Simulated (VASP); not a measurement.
# InSe (R3m) in VASP: single point with r2SCANh

Aim: the single point of InSe with r2SCANh.

All numbers are computed with VASP 6.6.1; they aren't measurements. Logs are shortened: lines on timing, memory, paths and dates and some standing lists are left out, and cuts for length are marked.

## (1) The cell of the first run

It takes space group R3m (No. 160, trigonal). The conventional cell has a = 4.000 Å, b = 4.000 Å, c = 25.320 Å, α = 90.00°, β = 90.00°, γ = 120.00°. In (site symmetry 3m) has 3 Se at 2.64 Å and 1 In at 2.82 Å within 3.5 Å. In (site symmetry 3m) has 3 Se at 2.63 Å and 1 In at 2.82 Å within 3.5 Å. Within 3.5 Å of Se (site symmetry 3m) lie 3 In at 2.64 Å. Within 3.5 Å of Se (site symmetry 3m) lie 3 In at 2.63 Å.

## (2) Single point, r2SCANh

The input, POSCAR:

```
InSe
1.0
    2.0000000000      1.1547005400      8.4400000000
   -2.0000000000      1.1547005400      8.4400000000
    0.0000000000     -2.3094010800      8.4400000000
In Se
2 2
Direct
    0.0000000000      0.0000000000      0.0000000000
    0.1114000000      0.1114000000      0.1114000000
    0.6165000000      0.6165000000      0.6165000000
    0.8281000000      0.8281000000      0.8281000000
```

The input, INCAR.step1:

```
PREC = Accurate
ENCUT = 520
EDIFF = 1E-5
ISMEAR = 0
SIGMA = 0.01
LREAL = False
LASPH = True
NELM = 100
ALGO = Normal
ISIF = 2
LWAVE = True
LCHARG = False
GGA = PE
NBANDS = 27
LUSENCCL = False
```

The input, INCAR.step2:

```
PREC = Accurate
ENCUT = 520
EDIFF = 1E-6
ISMEAR = 0
SIGMA = 0.01
LREAL = False
LASPH = True
NELM = 100
ALGO = Normal
ISIF = 2
LWAVE = False
LCHARG = False
METAGGA = R2SCAN
LHFCALC = True
AEXX = 0.1
LMIXTAU = True
PRECFOCK = Normal
ISTART = 1
NBANDS = 27
LUSENCCL = False
```

The input, KPOINTS:

```
regular mesh
0
Gamma
  4 4 4
```

Potentials or basis: VASP PAW PBE potentials, release 64 (In_d, Se).

Run with:

```bash
$ cat potpaw_PBE.64/In_d/POTCAR potpaw_PBE.64/Se/POTCAR > POTCAR
$ cp INCAR.step1 INCAR
$ mpirun -np 1 vasp_std > vasp.out
$ cp INCAR.step2 INCAR
$ mpirun -np 1 vasp_std > vasp.out
```

OUTCAR:

```text
PREC = Accurate
   ENCUT = 520
   EDIFF = 1E-6
   ISMEAR = 0
   LREAL = False
   LASPH = True
   NELM = 100
   ISIF = 2
   METAGGA = R2SCAN
   LHFCALC = True
   AEXX = 0.1
   PRECFOCK = Normal
   ISTART = 1

 ion  position               nearest neighbor table
   1  0.000  0.000  0.000-   3 2.64   3 2.64   3 2.64   2 2.82
   2  0.111  0.111  0.111-   4 2.63   4 2.63   4 2.63   1 2.82
   3  0.617  0.617  0.617-   1 2.64   1 2.64   1 2.64
   4  0.828  0.828  0.828-   2 2.63   2 2.63   2 2.63

  LATTYP: Found a trigonal (rhomboedric) cell.
 ALAT       =     8.7502533299
 COS(alpha) =     0.8955162540

  Lattice vectors:

 A1 = (   2.0000000000,   1.1547005400,   8.4400000000)
 A2 = (  -2.0000000000,   1.1547005400,   8.4400000000)
 A3 = (   0.0000000000,  -2.3094010800,   8.4400000000)

Analysis of symmetry for initial positions (statically):
=====================================================================
 Subroutine PRICEL returns:
 Original cell was already a primitive cell.

 Routine SETGRP: Setting up the symmetry group for a
 trigonal (rhombohedral) supercell.

 Subroutine GETGRP returns: Found  6 space group operations
 (whereof  6 operations were pure point group operations)
 out of a pool of 12 trial point group operations.

The static configuration has the point symmetry C_3v.

Analysis of symmetry for dynamics (positions and initial velocities):
=====================================================================
 Subroutine PRICEL returns:
 Original cell was already a primitive cell.

 Routine SETGRP: Setting up the symmetry group for a
 trigonal (rhombohedral) supercell.

 Subroutine GETGRP returns: Found  6 space group operations
 (whereof  6 operations were pure point group operations)
 out of a pool of 12 trial point group operations.

The dynamic configuration has the point symmetry C_3v.

 Subroutine INISYM returns: Found  6 space group operations
 (whereof  6 operations are pure point group operations),
 and found     1 'primitive' translations

----------------------------------------------------------------------------------------

                                     Primitive cell

  volume of cell :     116.9481

  direct lattice vectors                    reciprocal lattice vectors
     2.000000000  1.154700540  8.440000000     0.250000000  0.144337567  0.039494471
[... 84 lines left out ...]
   ISIF   =      2    stress and relaxation
   ISYM   =      3    0-nonsym 1-usesym 2-fastsym
   POTIM  = 0.5000    time-step for ionic-motion
   TEBEG  =    0.0;   TEEND  =   0.0 temperature during run
   PSTRESS=    0.0 pullay stress
   NELECT =      38.0000    total number of electrons
   NUPDOWN=      -1.0000    fix difference up-down
   EMIN   =  10.00;   EMAX   =-10.00  energy-range for DOS
   EFERMI =   0.00;   METHOD = LEGACY
   ISMEAR =     0;   SIGMA  =   0.01  broadening in eV -4-tet -1-fermi 0-gaus
   EFERMI_NEDOS =   21; number of points for ismear=-14 and -15
   IALGO  =     38    algorithm
   IMIX   =      1    mixing-type and parameters
     AMIX     =   0.40;   BMIX     =  1.00
     AMIX_MAG =   1.60;   BMIX_MAG =  1.00
  volume/ion in A,a.u.               =      29.24       197.30
  Fermi-wavevector in a.u.,A,eV,Ry     =   1.125481  2.126852 17.234615  1.266709
  Thomas-Fermi vector in A             =   2.262159
   LORBIT       =      0    0 simple, 1 ext, 2 COOP (PROOUT), +10 PAW based schemes
   METAGGA = R2SCAN    functional components
   LHFCALC =     T    Hartree Fock is set to
   PRECFOCK=normal    Normal, Fast or Accurate (Low or Medium for compatibility)
   ENCUT4O =  -1.0   cutoff for four orbital integrals eV
   NKREDX  =     1    reduce k-point grid by
   NKREDY  =     1    reduce k-point grid by
   NKREDZ  =     1    reduce k-point grid by
   AEXX    =    0.1000 exact exchange contribution
   HFSCREEN=    0.0000 screening length (either q_TF or 0.3 A-1)
   HFSCREENC=   0.0000 screening length for correlation (either q_TF or 0.3 A-1)
   ENCUTFOCK=  -1.0 apply spherical cutoff to Coloumb kernel
   IVDW    =     0    specifies the selected vdW correction
   LEPSILON=     F    determine dielectric tensor
   LRPA    =     F    only Hartree local field effects (RPA)
 non-spin polarized calculation
 Gauss-broadening in eV      SIGMA  =   0.01
  energy-cutoff  :      520.00
  volume of cell :      116.95
 maximum number of plane-waves:      3176
 NGX is ok and might be reduce to    70
  NGX = 50; NGY = 50; NGZ = 50

 number of electron      37.9999998 magnetization

 Free energy of the ion-electron system (eV)
  ---------------------------------------------------
  ext. energy  EPLUGINS =         0.00000000
  ---------------------------------------------------
  free energy    TOTEN  =       -72.19687723 eV

  energy without entropy =      -72.19687723  energy(sigma->0) =      -72.19687723

 E-fermi :   3.7160     XC(G=0):  -8.6161

 val. band max:        3.6350339146   @ k =   0.5000   0.5000   0.5000
 cond. band min:       4.9366763421   @ k =   0.5000   0.5000   0.5000
 fundamental gap:      1.3016424275
 Fermi energy:         3.7159555622

 k-point     1 :       0.0000    0.0000    0.0000
  band No.  band energies     occupation
      1     -12.3514      2.00000
      2     -12.1857      2.00000
      3     -12.1857      2.00000
      4     -12.1066      2.00000
      5     -12.1066      2.00000
      6     -12.0697      2.00000
[... 379 lines left out ...]
     26      10.3022      0.00000
     27      12.7003      0.00000

------------------------ aborting loop because EDIFF is reached ----------------------------------------

  FORCE on cell =-STRESS in cart. coord.  units (eV):
  Direction    XX          YY          ZZ          XY          YZ          ZX
  --------------------------------------------------------------------------------------
  -------------------------------------------------------------------------------------
  Total        0.9124104      0.9124104     -0.1593544     -0.0000000      0.0000000      0.0000000
  in kB       12.4999344     12.4999344     -2.1831406     -0.0000000      0.0000000      0.0000000
  external PRESSURE =       7.6055761 kB  Pullay stress =       0.0000000 kB

 VOLUME and BASIS-vectors are now :
 -----------------------------------------------------------------------------
  energy-cutoff  :      520.00
  volume of cell :      116.95
      direct lattice vectors                 reciprocal lattice vectors
     2.000000000  1.154700540  8.440000000     0.250000000  0.144337567  0.039494471
    -2.000000000  1.154700540  8.440000000    -0.250000000  0.144337567  0.039494471
     0.000000000 -2.309401080  8.440000000     0.000000000 -0.288675134  0.039494471

 POSITION                                       TOTAL-FORCE (eV/Angst)
 -----------------------------------------------------------------------------------
      0.00000      0.00000      0.00000         0.000000      0.000000      0.164923
      0.00000      0.00000      2.82065         0.000000      0.000000     -0.181905
      0.00000      0.00000     15.60978         0.000000      0.000000      0.060797
      0.00000      0.00000     20.96749         0.000000      0.000000     -0.043815
 -----------------------------------------------------------------------------------
    total drift:                               -0.000002     -0.000003     -0.000385

  FREE ENERGIE OF THE ION-ELECTRON SYSTEM (eV)
  ---------------------------------------------------
  free  energy   TOTEN  =       -72.1968772315 eV

  energy  without entropy=      -72.1968772315  energy(sigma->0) =      -72.19687723
```

OUTCAR.step1:

```text
PREC = Accurate
   ENCUT = 520
   EDIFF = 1E-5
   ISMEAR = 0
   LREAL = False
[... 606 lines left out ...]
      0.00000      0.00000      0.00000         0.000000      0.000000      0.355268
      0.00000      0.00000      2.82065         0.000000      0.000000     -0.369813
      0.00000      0.00000     15.60978         0.000000      0.000000     -0.264667
      0.00000      0.00000     20.96749         0.000000      0.000000      0.279212
 -----------------------------------------------------------------------------------
    total drift:                               -0.000000     -0.000000     -0.000300

  FREE ENERGIE OF THE ION-ELECTRON SYSTEM (eV)
  ---------------------------------------------------
  free  energy   TOTEN  =       -14.0629216169 eV

  energy  without entropy=      -14.0629216169  energy(sigma->0) =      -14.06292162
```

OSZICAR.step1:

```text
N       E                     dE             d eps       ncg     rms          rms(c)
DAV:   1     0.342854151861E+03    0.34285E+03   -0.17299E+04   702   0.154E+03
DAV:   2     0.269881930506E+02   -0.31587E+03   -0.30634E+03   718   0.389E+02
DAV:   3    -0.126972201824E+02   -0.39685E+02   -0.38952E+02   903   0.146E+02
DAV:   4    -0.144592098916E+02   -0.17620E+01   -0.17563E+01   844   0.319E+01
DAV:   5    -0.145295886507E+02   -0.70379E-01   -0.70367E-01  1072   0.619E+00    0.665E+00
DAV:   6    -0.140775563528E+02    0.45203E+00   -0.87258E-01   982   0.150E+01    0.411E+00
DAV:   7    -0.140619917946E+02    0.15565E-01   -0.37709E-01   964   0.414E+00    0.124E+00
DAV:   8    -0.140613923179E+02    0.59948E-03   -0.32576E-02  1016   0.198E+00    0.573E-01
DAV:   9    -0.140627238668E+02   -0.13315E-02   -0.59791E-03   868   0.600E-01    0.150E-01
DAV:  10    -0.140627924842E+02   -0.68617E-04   -0.38219E-04   953   0.139E-01    0.789E-02
DAV:  11    -0.140629194304E+02   -0.12695E-03   -0.16324E-04   755   0.955E-02    0.200E-02
DAV:  12    -0.140629216169E+02   -0.21865E-05   -0.11077E-05   596   0.269E-02
   1 F= -.14062922E+02 E0= -.14062922E+02  d E =-.696925E-32
```

It took 25 min on 1 × NVIDIA H100 80GB with 1 thread of Intel Xeon Platinum 8481C at 2.70GHz (Sapphire Rapids), shared host; peak memory 1.4 GiB.

What came out:

- Free energy: -72.1969 eV
- Pressure: 0.8 GPa
- Largest force: 0.182 eV/Å
- Band gap on the k mesh: 1.30 eV

Forces in eV/Å, atoms in the order of the input:
```
In   0.000  0.000  0.165
In   0.000  0.000 -0.182
Se   0.000  0.000  0.061
Se   0.000  0.000 -0.044
```

Levels at points of the mesh, in eV from the valence-band top:
```
           k point  band 16  band 17  band 18  band 19  band 20  band 21  band 22  band 23
(0.00, 0.00, 0.00)    -1.46    -1.46    -1.36    -1.36     2.55     3.06     5.28     5.28
(0.50, 0.00, 0.00)    -2.56    -2.55    -2.45    -1.79     1.92     2.80     4.50     4.87
(0.50, 0.50, 0.00)    -2.86    -2.73    -2.25    -1.61     1.96     2.73     4.15     4.47
(0.50, 0.50, 0.50)    -1.53    -1.28    -1.28     0.00     1.30     3.12     5.20     5.20
```

Caveat: the k points lie up to 0.46 Å⁻¹ apart; the PAW data sets were made with another functional, which shifts forces and pressure a little; spin-orbit coupling is left out, which moves the levels of the heavy elements.
